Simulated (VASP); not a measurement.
# CdS (Pmmn) in VASP: a series of runs, part 2 of 2

VASP 6.6.1. The steps go on from the part before.

## Step 4: Single point, PBE (strained)

INCAR

```
SYSTEM = CdS
ALGO     = Normal         ! electronic algorithm
EDIFF    = 1E-6           ! SCF threshold, eV
ENCUT    = 520            ! plane-wave cutoff, eV
GGA      = PE             ! functional
ISIF     = 2              ! what is computed and relaxed
ISMEAR   = 0              ! smearing method
LASPH    = .TRUE.         ! aspherical terms in the spheres
LCHARG   = .TRUE.         ! write CHGCAR
LELF     = .TRUE.         ! ELF
LREAL    = .FALSE.        ! projectors in reciprocal space
LVHAR    = .TRUE.       
LWAVE    = .FALSE.        ! write WAVECAR
NBANDS   = 26             ! bands
NELM     = 80             ! most SCF steps
PREC     = Accurate       ! precision mode
SIGMA    = 0.05           ! smearing width, eV
```

KPOINTS

```
k-points
0
G
  10 8 10
  0 0 0
```

POSCAR

```
CdS
1.0
    3.7871356522      0.0000000000      0.0000000000
    0.0000000000      5.2991342132      0.0000000000
    0.0000000000      0.0000000000      3.8258331518
Cd S
2 2
Direct
    0.5000000000      0.5000000000      0.3303512610
    0.0000000000      0.0000000000      0.6696487390
    0.5000000000      0.0000000000      0.2796695860
    0.0000000000      0.5000000000      0.7203304140
```

Potentials or basis: VASP PAW PBE potentials, release 64 (Cd, S).

Run with:

```sh
cat potpaw_PBE.64/Cd/POTCAR potpaw_PBE.64/S/POTCAR > POTCAR
mpirun -np 1 vasp_std > vasp.out
```

OUTCAR:

```text
SYSTEM = CdS
   EDIFF = 1E-6
   ENCUT = 520
   GGA = PE
   ISIF = 2
   ISMEAR = 0
   LASPH = .TRUE.
   LREAL = .FALSE.
   NELM = 80
   PREC = Accurate

 ion  position               nearest neighbor table
   1  0.500  0.500  0.330-   4 2.41   4 2.41   3 2.66   3 2.66   4 3.01   4 3.01   2 3.51   2 3.51
                             2 3.51   2 3.51
   2  0.000  0.000  0.670-   3 2.41   3 2.41   4 2.66   4 2.66   3 3.01   3 3.01   1 3.51   1 3.51
                             1 3.51   1 3.51
   3  0.500  0.000  0.280-   2 2.41   2 2.41   1 2.66   1 2.66   2 3.01   2 3.01
   4  0.000  0.500  0.720-   1 2.41   1 2.41   2 2.66   2 2.66   1 3.01   1 3.01

  LATTYP: Found a simple orthorhombic cell.
 ALAT       =     3.7871356522
 B/A-ratio  =     1.0102181446
 C/A-ratio  =     1.3992459473

  Lattice vectors:

 A1 = (  -3.7871356522,   0.0000000000,   0.0000000000)
 A2 = (   0.0000000000,   0.0000000000,   3.8258331518)
 A3 = (   0.0000000000,   5.2991342132,   0.0000000000)

Analysis of symmetry for initial positions (statically):
=====================================================================
 Subroutine PRICEL returns:
 Original cell was already a primitive cell.

 Routine SETGRP: Setting up the symmetry group for a
 simple orthorhombic supercell.

 Subroutine GETGRP returns: Found  8 space group operations
 (whereof  4 operations were pure point group operations)
 out of a pool of  8 trial point group operations.

The static configuration has the point symmetry C_2v.
 The point group associated with its full space group is D_2h.

Analysis of symmetry for dynamics (positions and initial velocities):
=====================================================================
 Subroutine PRICEL returns:
 Original cell was already a primitive cell.

 Routine SETGRP: Setting up the symmetry group for a
 simple orthorhombic supercell.

 Subroutine GETGRP returns: Found  8 space group operations
 (whereof  4 operations were pure point group operations)
[... 126 lines left out ...]
     AMIX     =   0.40;   BMIX     =  1.00
     AMIX_MAG =   1.60;   BMIX_MAG =  1.00
  volume/ion in A,a.u.               =      19.19       129.53
  Fermi-wavevector in a.u.,A,eV,Ry     =   1.271828  2.403406 22.008057  1.617547
  Thomas-Fermi vector in A             =   2.404740
   LORBIT       =      0    0 simple, 1 ext, 2 COOP (PROOUT), +10 PAW based schemes
   GGA     = PE    functional components
   LHFCALC =     F    Hartree Fock is set to
   AEXX    =    0.0000 exact exchange contribution
   IVDW    =     0    specifies the selected vdW correction
   LEPSILON=     F    determine dielectric tensor
   LRPA    =     F    only Hartree local field effects (RPA)
 non-spin polarized calculation
 Gauss-broadening in eV      SIGMA  =   0.05
  energy-cutoff  :      520.00
  volume of cell :       76.78
 maximum number of plane-waves:      2092
   NGX = 15   NGY = 19   NGZ = 15

 number of electron      36.0000003 magnetization

 Free energy of the ion-electron system (eV)
  ---------------------------------------------------
  ext. energy  EPLUGINS =         0.00000000
  ---------------------------------------------------
  free energy    TOTEN  =       -10.93290247 eV

  energy without entropy =      -10.93290247  energy(sigma->0) =      -10.93290247

 E-fermi :   3.8864     XC(G=0): -10.6626

 val. band max:        3.6700574723   @ k =   0.0000   0.0000   0.5000
 cond. band min:       4.1933566012   @ k =   0.5000   0.0000   0.5000
 fundamental gap:      0.5232991289
 Fermi energy:         3.8863790100

 k-point     1 :       0.0000    0.0000    0.0000
  band No.  band energies     occupation
      1      -9.8959      2.00000
      2      -8.8995      2.00000
      3      -4.5469      2.00000
      4      -4.5205      2.00000
      5      -4.4184      2.00000
      6      -4.4175      2.00000
[... 685 lines left out ...]
     25      11.6553      0.00000
     26      11.6553      0.00000

 [... further k-points ...]

------------------------ aborting loop because EDIFF is reached ----------------------------------------

  FORCE on cell =-STRESS in cart. coord.  units (eV):
  Direction    XX          YY          ZZ          XY          YZ          ZX
  --------------------------------------------------------------------------------------
  -------------------------------------------------------------------------------------
  Total        9.8337595      5.0445907      6.0834833      0.0000000      0.0000000      0.0000000
  in kB      205.2051983    105.2675980    126.9466066      0.0000000      0.0000000      0.0000000
  external PRESSURE =     145.8064676 kB  Pullay stress =       0.0000000 kB

 VOLUME and BASIS-vectors are now :
 -----------------------------------------------------------------------------
  energy-cutoff  :      520.00
  volume of cell :       76.78
      direct lattice vectors                 reciprocal lattice vectors
     3.787135652  0.000000000  0.000000000     0.264051804  0.000000000  0.000000000
     0.000000000  5.299134213  0.000000000     0.000000000  0.188710072  0.000000000
     0.000000000  0.000000000  3.825833152     0.000000000  0.000000000  0.261380975

 POSITION                                       TOTAL-FORCE (eV/Angst)
 -----------------------------------------------------------------------------------
      1.89357      2.64957      1.26387         0.000000      0.000000     -1.685264
      0.00000      0.00000      2.56196         0.000000      0.000000      1.685264
      1.89357      0.00000      1.06997         0.000000      0.000000     -1.882359
      0.00000      2.64957      2.75586         0.000000      0.000000      1.882359
 -----------------------------------------------------------------------------------
    total drift:                                0.000000      0.000000      0.000000

  FREE ENERGIE OF THE ION-ELECTRON SYSTEM (eV)
  ---------------------------------------------------
  free  energy   TOTEN  =       -10.9329024739 eV

  energy  without entropy=      -10.9329024739  energy(sigma->0) =      -10.93290247
```

stdout:

```text
POSCAR found type information on POSCAR CdS
 POSCAR found :  2 types and       4 ions
 scaLAPACK will be used
 LDA part: xc-table for (Slater+PW92), standard interpolation
 POSCAR, INCAR and KPOINTS ok, starting setup
 FFT: planning ... GRIDC
 FFT: planning ... GRID_SOFT
 FFT: planning ... GRID
 WAVECAR not read
 entering main loop
```

Run time: 2.2 min. Hardware: 1 thread of AMD EPYC 9R45 (Zen 5), shared host; peak memory 0.36 GiB.

Results:

| Item | Value |
| --- | --- |
| Free energy | -10.9329 eV |
| Pressure | 14.6 GPa |
| Largest force | 1.882 eV/Å |
| Band gap on the k mesh | 0.52 eV (least direct gap 1.31 eV) |

Forces on the atoms (eV/Å):
```
Cd   0.000  0.000 -1.685
Cd   0.000  0.000  1.685
S    0.000  0.000 -1.882
S    0.000  0.000  1.882
```

Caveat: the cell differs from its parent crystal (strained); the cell stands under pressure; forces of over 1 eV/Å act on the atoms, so gaps and moduli don't describe the material at rest. A k mesh can miss the band edges.

## Step 5: Single point, PBE (strained)

INCAR

```
SYSTEM = CdS
PREC = Accurate
ENCUT = 520
EDIFF = 1E-6
ISMEAR = 0
SIGMA = 0.05
LREAL = .False.
LASPH = .True.
NELM = 100
ALGO = Normal
ISIF = 2
LWAVE = .False.
LCHARG = .True.
GGA = PE
LELF = .True.
LVHAR = .True.
NBANDS = 26
```

KPOINTS

```
Automatic mesh
0
Gamma
  10 8 10
  0 0 0
```

POSCAR

```
CdS
1.0
    4.0923831910      0.0000000000      0.0000000000
    0.0000000000      5.6412325217      0.0000000000
    0.0000000000      0.0000000000      3.9603177398
Cd S
2 2
Direct
    0.5000000000      0.5000000000      0.2077449388
    0.0000000000      0.0000000000      0.7922550612
    0.5000000000      0.0000000000      0.2636158432
    0.0000000000      0.5000000000      0.7363841568
```

Run with:

```sh
cat potpaw_PBE.64/Cd/POTCAR potpaw_PBE.64/S/POTCAR > POTCAR
mpirun -np 1 vasp_std > vasp.out
```

Run time: 2.5 min. Hardware: 1 thread of AMD EPYC 9R45 (Zen 5), shared host; peak memory 0.41 GiB.

Results (log left out):

* Free energy: -11.5819 eV
* Pressure: -5.1 GPa
* Largest force: 0.089 eV/Å
* Band gap on the k mesh: 0.18 eV (least direct gap 0.62 eV)

Forces on the atoms (eV/Å):
```
Cd   0.000  0.000  0.089
Cd   0.000  0.000 -0.089
S    0.000  0.000 -0.080
S    0.000  0.000  0.080
```

Stress tensor (GPa, compression positive):
```
-6.01  0.00  0.00
 0.00 -5.18  0.00
 0.00  0.00 -4.17
```

Levels at points of the mesh, in eV from the valence-band top:
| k point | band 16 | band 17 | band 18 | band 19 | band 20 | band 21 |
| --- | --- | --- | --- | --- | --- | --- |
| (0.00, 0.00, 0.00) | -0.67 | -0.57 | -0.44 | 0.18 | 0.41 | 6.05 |
| (0.50, 0.00, 0.00) | -1.98 | -0.13 | -0.13 | 4.20 | 4.20 | 5.07 |
| (0.00, 0.50, 0.00) | -1.28 | -1.01 | -1.01 | 2.73 | 2.73 | 6.22 |
| (0.50, 0.50, 0.00) | -0.05 | -0.04 | -0.04 | 3.62 | 3.62 | 5.83 |
| (0.00, 0.00, 0.50) | -1.83 | -0.28 | -0.22 | 3.96 | 4.06 | 4.80 |
| (0.50, 0.00, 0.50) | -1.76 | -1.72 | -1.72 | 0.23 | 0.23 | 6.07 |
| (0.00, 0.50, 0.50) | -0.14 | -0.07 | -0.07 | 3.43 | 3.43 | 5.70 |
| (0.50, 0.50, 0.50) | -2.71 | -2.52 | -2.52 | 3.05 | 3.05 | 6.46 |

Caveat: the cell differs from its parent crystal (strained); the cell stands under tension.

## Step 6: The runs side by side

```csv
cell,gap on the mesh (eV),pressure (GPa),largest force (eV/Å)
"a = 3.779, b = 5.690, c = 4.235 Å, 4 atoms, atomic positions A",0.10,-2.4,0.43
"a = 4.190, b = 5.555, c = 4.137 Å, 4 atoms, atomic positions B",-,-6.7,0.55
"a = 3.787, b = 5.299, c = 3.826 Å, 4 atoms, atomic positions C",0.52,14.6,1.88
"a = 4.092, b = 5.641, c = 3.960 Å, 4 atoms, atomic positions D",0.18,-5.1,0.09
```

Alike in all rows: task single point; level PBE; potentials or basis VASP PAW PBE potentials, release 64 (Cd, S); no spin polarisation; k mesh 10 × 8 × 10; cutoff (eV) 520; smearing gaussian 0.05 eV.

Caveats: the cell stands under tension (at least some runs); the cell stands under pressure (at least some runs); forces of over 1 eV/Å act on the atoms, so gaps and moduli don't describe the material at rest (at least some runs).

Absolute energies hang on the potentials; compare differences alone.
